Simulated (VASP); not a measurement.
A run of VASP 6.6.1 is set up as follows.

Contents of INCAR:

```
SYSTEM = Ta
PREC = Accurate ; ENCUT = 520
EDIFF = 1E-6 ; ISMEAR = 0
SIGMA = 0.1 ; LREAL = .FALSE.
LASPH = .TRUE. ; NELM = 100
ALGO = Normal ; ISIF = 2
LWAVE = .FALSE. ; LCHARG = .FALSE.
GGA = PE ; ISYM = 0
NBANDS = 78
```

The input KPOINTS:

```
Automatic mesh
0
G
  4 3 4
  0 0 0
```

POSCAR

```
Ta
1.0
    5.7183102034      0.6540677927     -0.0344135276
    0.6987490997      7.1531096025      0.4767986912
   -0.0011585435      0.5666354464      5.5583746323
Ta
12
Direct
    0.9490855436      0.5683455567      0.6542422383
    0.2335920509      0.9014518863      0.3034969312
    0.0750252717      0.5692719543      0.1537172531
    0.4490995287      0.5683421279      0.6542209105
    0.7904815971      0.2361715778      0.5044696338
    0.2904777480      0.2361758264      0.5044299779
    0.3986992211      0.2364492206      0.0033089398
    0.7336077392      0.9014536238      0.3035291740
    0.1254354110      0.9011889610      0.8046291901
    0.6254289236      0.9011835487      0.8046594684
    0.8986966604      0.2364290720      1.0033214526
    0.5750164412      0.5692818801      0.1537328777
```

Potentials or basis: VASP PAW PBE potentials, release 64 (Ta_pv).

Launch:

```bash
$ cat potpaw_PBE.64/Ta_pv/POTCAR > POTCAR
$ mpirun -np 1 vasp_std > vasp.out
```

(1) What does it give for the band gap on the k mesh?

(2) Estimate the largest force.

Results:

(1) zero (band 66 reaches 5.85 eV, above the bottom of band 67 at 5.03 eV).

(2) 0.022 eV/Å.

Caveat: spin-orbit coupling is left out, which moves the levels of the heavy elements.
